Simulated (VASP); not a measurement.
Input of a VASP 6.6.1 run:

The input INCAR:

```
PREC = Accurate ; ENCUT = 520
EDIFF = 1E-7 ; ISMEAR = -1
SIGMA = 0.03 ; LREAL = F
LASPH = T ; NELM = 80
ALGO = Normal ; ISIF = 2
LWAVE = F ; LCHARG = F
GGA = PS ; NBANDS = 27
```

Contents of KPOINTS:

```
regular mesh
0
Gamma
  5 5 5
```

Contents of POSCAR:

```
InSe
1.0
    2.0000000000      1.1547005384      8.4400000000
   -2.0000000000      1.1547005384      8.4400000000
    0.0000000000     -2.3094010768      8.4400000000
In Se
2 2
Direct
    0.8886000000      0.8886000000      0.8886000000
    0.0000000000      0.0000000000      0.0000000000
    0.1719000000      0.1719000000      0.1719000000
    0.3835000000      0.3835000000      0.3835000000
```

Potentials or basis: VASP PAW PBE potentials, release 64 (In_d, Se).

Launch:

```console
$ cat potpaw_PBE.64/In_d/POTCAR potpaw_PBE.64/Se/POTCAR > POTCAR
$ mpirun -np 1 vasp_std > vasp.out
```

Q: Estimate the band gap on the k mesh.

A: 0.92 eV.

Q: What does it give for the largest force?

A: 0.310 eV/Å.

Q: What does it give for the pressure?

A: 0.3 GPa.

Stress tensor (GPa, compression positive):
```
 0.70  0.00  0.00
 0.00  0.70  0.00
 0.00  0.00 -0.48
```

Caveat: the PAW data sets were made with another functional, which shifts forces and pressure a little; spin-orbit coupling is left out, which moves the levels of the heavy elements; an odd mesh through Γ misses points on the zone boundary, where band edges can lie.

**The experiment to reproduce.**

From “The Interaction of Hydrogen with the van der Waals Crystal γ-InSe”, 2020, pmc:7321205, for a bulk crystal of InSe at 300 K: band gap 1.25 eV.

Measured gap of InSe: 1.25 eV (300 K; “The Interaction of Hydrogen with the van der Waals Crystal γ-InSe”, 2020, pmc:7321205). This calculation gives 0.92 eV (-0.33 eV). Spin-orbit coupling on In, Se is left out. The value is that of PBEsol on a finite k mesh, which can miss the band edges, without temperature or zero-point motion. Semilocal functionals fall short of measured gaps as a rule.
